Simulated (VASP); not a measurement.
# HgTe (Fm-3m) in VASP: notebook

Aim: see how the results for HgTe move with the level of theory and the settings. Levels: r2SCAN, PBE. Tasks: single point.

Program: VASP 6.6.1. These are calculated values, not measurements. Logs are shortened: lines on timing, memory, paths and dates and some standing lists are left out, and cuts for length are marked.

## Step 1: The cell of the first run

Symmetry: Fm-3m, No. 225, cubic system. The conventional cell has a = 6.087 Å, b = 6.087 Å, c = 6.087 Å, α = 90.00°, β = 90.00°, γ = 90.00°. Within 4.0 Å of Hg (site symmetry m-3m) lie 6 Te at 3.04 Å. Te (site symmetry m-3m) has 6 Hg at 3.04 Å within 4.0 Å.

## Step 2: Single point, r2SCAN

Input file POSCAR:

```
HgTe
1.0
    0.0000000000      3.0434522814      3.0434522814
    3.0434522814      0.0000000000      3.0434522814
    3.0434522814      3.0434522814      0.0000000000
Hg Te
1 1
Direct
    0.0000000000      0.0000000000      0.0000000000
    0.5000000000      0.5000000000      0.5000000000
```

Input file INCAR.step1:

```
SYSTEM = HgTe
PREC     = Accurate       ! precision mode
ENCUT    = 520            ! plane-wave cutoff, eV
ISMEAR   = -1             ! smearing method
SIGMA    = 0.02           ! smearing width, eV
LREAL    = .FALSE.        ! projectors in reciprocal space
LASPH    = .TRUE.         ! aspherical terms in the spheres
NELM     = 100            ! most SCF steps
NBANDS   = 16             ! bands
GGA      = PE             ! functional
ALGO     = Normal         ! electronic algorithm
EDIFF    = 1E-4           ! SCF threshold, eV
LWAVE    = .TRUE.         ! write WAVECAR
LCHARG   = .FALSE.        ! write CHGCAR
```

Input file INCAR.step2:

```
SYSTEM = HgTe
PREC     = Accurate       ! precision mode
ENCUT    = 520            ! plane-wave cutoff, eV
EDIFF    = 1E-6           ! SCF threshold, eV
ISMEAR   = -1             ! smearing method
SIGMA    = 0.02           ! smearing width, eV
LREAL    = .FALSE.        ! projectors in reciprocal space
LASPH    = .TRUE.         ! aspherical terms in the spheres
NELM     = 100            ! most SCF steps
ALGO     = Normal         ! electronic algorithm
ISIF     = 2              ! what is computed and relaxed
LWAVE    = .FALSE.        ! write WAVECAR
LCHARG   = .FALSE.        ! write CHGCAR
METAGGA  = R2SCAN         ! meta-GGA
LMIXTAU  = .TRUE.       
NBANDS   = 16             ! bands
ISTART   = 1
```

Input file KPOINTS:

```
Automatic mesh
0
G
  6 6 6
  0 0 0
```

Potentials or basis: VASP PAW PBE potentials, release 64 (Hg, Te).

Command:

```
$ cat potpaw_PBE.64/Hg/POTCAR potpaw_PBE.64/Te/POTCAR > POTCAR
$ cp INCAR.step1 INCAR
$ mpirun -np 1 vasp_std > vasp.out
$ cp INCAR.step2 INCAR
$ mpirun -np 1 vasp_std > vasp.out
```

OUTCAR:

```text
SYSTEM = HgTe
   PREC = Accurate
   ENCUT = 520
   EDIFF = 1E-6
   ISMEAR = -1
   LREAL = .FALSE.
   LASPH = .TRUE.
   NELM = 100
   ISIF = 2
   METAGGA = R2SCAN
   ISTART = 1

 ion  position               nearest neighbor table
   1  0.000  0.000  0.000-   2 3.04   2 3.04   2 3.04   2 3.04   2 3.04   2 3.04
   2  0.500  0.500  0.500-   1 3.04   1 3.04   1 3.04   1 3.04   1 3.04   1 3.04

  LATTYP: Found a face centered cubic cell.
 ALAT       =     6.0869045628

  Lattice vectors:

 A1 = (   0.0000000000,   3.0434522814,   3.0434522814)
 A2 = (   3.0434522814,   0.0000000000,   3.0434522814)
 A3 = (   3.0434522814,   3.0434522814,   0.0000000000)

Analysis of symmetry for initial positions (statically):
=====================================================================
 Subroutine PRICEL returns:
 Original cell was already a primitive cell.

 Routine SETGRP: Setting up the symmetry group for a
 face centered cubic supercell.

 Subroutine GETGRP returns: Found 48 space group operations
 (whereof 48 operations were pure point group operations)
 out of a pool of 48 trial point group operations.

The static configuration has the point symmetry O_h .

Analysis of symmetry for dynamics (positions and initial velocities):
=====================================================================
 Subroutine PRICEL returns:
 Original cell was already a primitive cell.

 Routine SETGRP: Setting up the symmetry group for a
 face centered cubic supercell.

 Subroutine GETGRP returns: Found 48 space group operations
 (whereof 48 operations were pure point group operations)
 out of a pool of 48 trial point group operations.

The dynamic configuration has the point symmetry O_h .

 Subroutine INISYM returns: Found 48 space group operations
 (whereof 48 operations are pure point group operations),
 and found     1 'primitive' translations

----------------------------------------------------------------------------------------

                                     Primitive cell

  volume of cell :      56.3806

  direct lattice vectors                    reciprocal lattice vectors
     0.000000000  3.043452281  3.043452281    -0.164287117  0.164287117  0.164287117
     3.043452281  0.000000000  3.043452281     0.164287117 -0.164287117  0.164287117
     3.043452281  3.043452281  0.000000000     0.164287117  0.164287117 -0.164287117

  length of vectors
     4.304091493  4.304091493  4.304091493     0.284553633  0.284553633  0.284553633

  position of ions in fractional coordinates (direct lattice)
     0.000000000  0.000000000  0.000000000
     0.500000000  0.500000000  0.500000000

  ion indices of the primitive-cell ions
   primitive index   ion index
                 1           1
                 2           2

----------------------------------------------------------------------------------------

 KPOINTS: Automatic mesh

Automatic generation of k-mesh.
 Grid dimensions read from file:
 generate k-points for:    6    6    6

 Generating k-lattice:

  Cartesian coordinates                     Fractional coordinates (reciprocal lattice)
    -0.027381186  0.027381186  0.027381186     0.166666667  0.000000000  0.000000000
     0.027381186 -0.027381186  0.027381186     0.000000000  0.166666667  0.000000000
     0.027381186  0.027381186 -0.027381186     0.000000000  0.000000000  0.166666667

  Length of vectors
     0.047425606  0.047425606  0.047425606

  Shift w.r.t. Gamma in fractional coordinates (k-lattice)
     0.000000000  0.000000000  0.000000000

 Subroutine IBZKPT returns following result:
 ===========================================

 Found     16 irreducible k-points:

 Following reciprocal coordinates:
            Coordinates               Weight
  0.000000  0.000000  0.000000      1.000000
  0.166667  0.000000  0.000000      8.000000
  0.333333  0.000000  0.000000      8.000000
  0.500000  0.000000  0.000000      4.000000
  0.166667  0.166667  0.000000      6.000000
  0.333333  0.166667  0.000000     24.000000
[... 8 lines left out ...]
 -0.333333  0.333333  0.166667     24.000000
 -0.333333  0.500000  0.166667     12.000000
   k-points           NKPTS =     16   k-points in BZ     NKDIM =     16   number of bands    NBANDS=     16
   number of dos      NEDOS =    301   number of ions     NIONS =      2
   total plane-waves  NPLWV =  32768
   dimension x,y,z NGX =    32 NGY =   32 NGZ =   32
   dimension x,y,z NGXF=    64 NGYF=   64 NGZF=   64
   ions per type =               1   1
   NGX,Y,Z   is equivalent  to a cutoff of  12.36, 12.36, 12.36 a.u.
   NGXF,Y,Z  is equivalent  to a cutoff of  24.72, 24.72, 24.72 a.u.
 SYSTEM =  HgTe
   PREC   = accura    normal or accurate (medium, high low for compatibility)
   ISTART =      1    job   : 0-new  1-cont  2-samecut
   ICHARG =      0    charge: 1-file 2-atom 10-const
   ISPIN  =      1    spin polarized calculation?
   LNONCOLLINEAR =      F non collinear calculations
   LSORBIT =      F    spin-orbit coupling
   LASPH  =      T    aspherical Exc in radial PAW
   ENCUT  =  520.0 eV  38.22 Ry    6.18 a.u.   8.00  8.00  8.00*2*pi/ulx,y,z
   NELM   =    100;   NELMIN=  2; NELMDL=  0     # of ELM steps
   EDIFF  = 0.1E-05   stopping-criterion for ELM
   LREAL  =      F    real-space projection
   EDIFFG = 0.1E-04   stopping-criterion for IOM
   NSW    =      0    number of steps for IOM
   IBRION =     -1    ionic relax: 0-MD 1-quasi-New 2-CG
   NFREE  =      0    steps in history (QN), initial steepest desc. (CG)
   ISIF   =      2    stress and relaxation
   ISYM   =      2    0-nonsym 1-usesym 2-fastsym
   POTIM  = 0.5000    time-step for ionic-motion
   TEBEG  =    0.0;   TEEND  =   0.0 temperature during run
   PSTRESS=    0.0 pullay stress
   NELECT =      18.0000    total number of electrons
   NUPDOWN=      -1.0000    fix difference up-down
   EMIN   =  10.00;   EMAX   =-10.00  energy-range for DOS
   EFERMI =   0.00;   METHOD = LEGACY
   ISMEAR =    -1;   SIGMA  =   0.02  broadening in eV -4-tet -1-fermi 0-gaus
   EFERMI_NEDOS =   21; number of points for ismear=-14 and -15
   IALGO  =     38    algorithm
   IMIX   =      4    mixing-type and parameters
     AMIX     =   0.40;   BMIX     =  1.00
     AMIX_MAG =   1.60;   BMIX_MAG =  1.00
  volume/ion in A,a.u.               =      28.19       190.24
  Fermi-wavevector in a.u.,A,eV,Ry     =   1.118895  2.114404 17.033475  1.251925
  Thomas-Fermi vector in A             =   2.255529
   LORBIT       =      0    0 simple, 1 ext, 2 COOP (PROOUT), +10 PAW based schemes
   METAGGA = R2SCAN    functional components
   LHFCALC =     F    Hartree Fock is set to
   AEXX    =    0.0000 exact exchange contribution
   IVDW    =     0    specifies the selected vdW correction
   LEPSILON=     F    determine dielectric tensor
   LRPA    =     F    only Hartree local field effects (RPA)
 non-spin polarized calculation
  energy-cutoff  :      520.00
  volume of cell :       56.38
 maximum number of plane-waves:      1533
   NGX = 17   NGY = 17   NGZ = 17

 number of electron      18.0000003 magnetization

 Free energy of the ion-electron system (eV)
  ---------------------------------------------------
  ext. energy  EPLUGINS =         0.00000000
  ---------------------------------------------------
  free energy    TOTEN  =       -74.89452375 eV

  energy without entropy =      -74.89117957  energy(sigma->0) =      -74.89285166

 E-fermi :   4.3500     XC(G=0): -10.4648

 val. band max:        4.2151121658   @ k =   0.3333   0.0000   0.0000
 cond. band min:       4.3580620330   @ k =  -0.3333   0.1667   0.0000
 fundamental gap:      0.1429498673
 Fermi energy:         4.3500290156

 k-point     1 :       0.0000    0.0000    0.0000
  band No.  band energies     occupation
      1      -8.2468      2.00000
      2      -2.7300      2.00000
      3      -2.7300      2.00000
      4      -2.6602      2.00000
      5      -2.6602      2.00000
      6      -2.6602      2.00000
[... 8 lines left out ...]
     15      12.5803      0.00000
     16      12.5803      0.00000

 k-point     2 :       0.1667    0.0000    0.0000
  band No.  band energies     occupation
      1      -7.9966      2.00000
      2      -2.8258      2.00000
      3      -2.8258      2.00000
      4      -2.6959      2.00000
      5      -2.6232      2.00000
      6      -2.6232      2.00000
[... 8 lines left out ...]
     15      13.0524      0.00000
     16      13.0524      0.00000

 k-point     3 :       0.3333    0.0000    0.0000
  band No.  band energies     occupation
      1      -7.3711      2.00000
      2      -3.0136      2.00000
      3      -3.0136      2.00000
      4      -2.8798      2.00000
      5      -2.5368      2.00000
      6      -2.5368      2.00000
[... 8 lines left out ...]
     15      14.3858      0.00000
     16      14.3858      0.00000

 k-point     4 :       0.5000    0.0000    0.0000
  band No.  band energies     occupation
      1      -6.9440      2.00000
      2      -3.1520      2.00000
      3      -3.1020      2.00000
      4      -3.1020      2.00000
      5      -2.4921      2.00000
      6      -2.4921      2.00000
[... 8 lines left out ...]
     15      15.7435      0.00000
     16      15.7435      0.00000
[... 172 lines left out ...]
 k-point    14 :       0.5000    0.3333    0.1667
  band No.  band energies     occupation
      1      -7.1602      2.00000
      2      -2.9221      2.00000
      3      -2.8884      2.00000
      4      -2.7328      2.00000
      5      -2.4976      2.00000
      6      -2.4203      2.00000
[... 8 lines left out ...]
     15      16.3389      0.00000
     16      16.5079      0.00000

 k-point    15 :      -0.3333    0.3333    0.1667
  band No.  band energies     occupation
      1      -6.9847      2.00000
      2      -3.0082      2.00000
      3      -2.7496      2.00000
      4      -2.6996      2.00000
      5      -2.4540      2.00000
      6      -2.2472      2.00000
[... 8 lines left out ...]
     15      14.7746      0.00000
     16      17.2590      0.00000

 k-point    16 :      -0.3333    0.5000    0.1667
  band No.  band energies     occupation
      1      -7.0442      2.00000
      2      -2.8681      2.00000
      3      -2.7466      2.00000
      4      -2.5714      2.00000
      5      -2.4163      2.00000
      6      -1.8858      2.00000
[... 8 lines left out ...]
     15      16.4281      0.00000
     16      17.7064      0.00000

------------------------ aborting loop because EDIFF is reached ----------------------------------------

  FORCE on cell =-STRESS in cart. coord.  units (eV):
  Direction    XX          YY          ZZ          XY          YZ          ZX
  --------------------------------------------------------------------------------------
  -------------------------------------------------------------------------------------
  Total        0.0433426      0.0433426      0.0433426      0.0000000      0.0000000     -0.0000000
  in kB        1.2316746      1.2316746      1.2316746      0.0000000      0.0000000     -0.0000000
  external PRESSURE =       1.2316746 kB  Pullay stress =       0.0000000 kB

 VOLUME and BASIS-vectors are now :
 -----------------------------------------------------------------------------
  energy-cutoff  :      520.00
  volume of cell :       56.38
      direct lattice vectors                 reciprocal lattice vectors
     0.000000000  3.043452281  3.043452281    -0.164287117  0.164287117  0.164287117
     3.043452281  0.000000000  3.043452281     0.164287117 -0.164287117  0.164287117
     3.043452281  3.043452281  0.000000000     0.164287117  0.164287117 -0.164287117

 POSITION                                       TOTAL-FORCE (eV/Angst)
 -----------------------------------------------------------------------------------
      0.00000      0.00000      0.00000         0.000000      0.000000     -0.000000
      3.04345      3.04345      3.04345        -0.000000     -0.000000      0.000000
 -----------------------------------------------------------------------------------
    total drift:                                0.000000     -0.000000     -0.000000

  FREE ENERGIE OF THE ION-ELECTRON SYSTEM (eV)
  ---------------------------------------------------
  free  energy   TOTEN  =       -74.8945237473 eV

  energy  without entropy=      -74.8911795711  energy(sigma->0) =      -74.89285166
```

Run time: 29 s. Hardware: 1 thread of Intel Xeon 6975P-C (Granite Rapids), shared host; peak memory 0.19 GiB.

Results:

* Free energy: -74.8945 eV
* Pressure: 0.1 GPa
* Band gap on the k mesh: zero (band 9 reaches 4.52 eV, above the bottom of band 10 at 1.87 eV)

Caveat: the PAW data sets were made with another functional, which shifts forces and pressure a little; spin-orbit coupling is left out, which moves the levels of the heavy elements.

## Step 3: Single point, PBE

Input file INCAR:

```
ALGO = Normal
EDIFF = 1E-6
ENCUT = 520
GGA = PE
ISIF = 2
ISMEAR = -1
LASPH = True
LCHARG = False
LREAL = False
LWAVE = False
NBANDS = 16
NELM = 60
PREC = Accurate
SIGMA = 0.02
```

Input file KPOINTS:

```
k-points
0
Gamma
  8 8 8
```

POSCAR is that of step 2.

Potentials or basis: VASP PAW PBE potentials, release 64 (Hg, Te).

Command:

```
$ cat potpaw_PBE.64/Hg/POTCAR potpaw_PBE.64/Te/POTCAR > POTCAR
$ mpirun -np 1 vasp_std > vasp.out
```

It took 11 s on 1 thread of Intel Xeon 6975P-C (Granite Rapids), shared host; peak memory 0.19 GiB.

Results (log left out):

- Free energy: -3.3312 eV
- Pressure: 1.4 GPa
- Band gap on the k mesh: zero (band 9 reaches 4.73 eV, above the bottom of band 10 at 2.17 eV)

Levels at points of the mesh, in eV from the Fermi level:
```csv
k point,band 5,band 6,band 7,band 8,band 9,band 10,band 11,band 12,band 13,band 14
"(0.00, 0.00, 0.00)",-6.72,-6.72,-1.00,-0.78,-0.78,-0.78,7.58,7.58,7.58,7.73
"(0.50, 0.00, 0.00)",-6.55,-6.55,-5.59,0.21,0.21,2.57,3.65,3.89,3.89,10.33
"(0.50, 0.50, 0.00)",-6.48,-5.89,-4.36,-2.81,-2.36,-2.36,4.78,9.13,9.13,9.65
```

Caveat: spin-orbit coupling is left out, which moves the levels of the heavy elements.
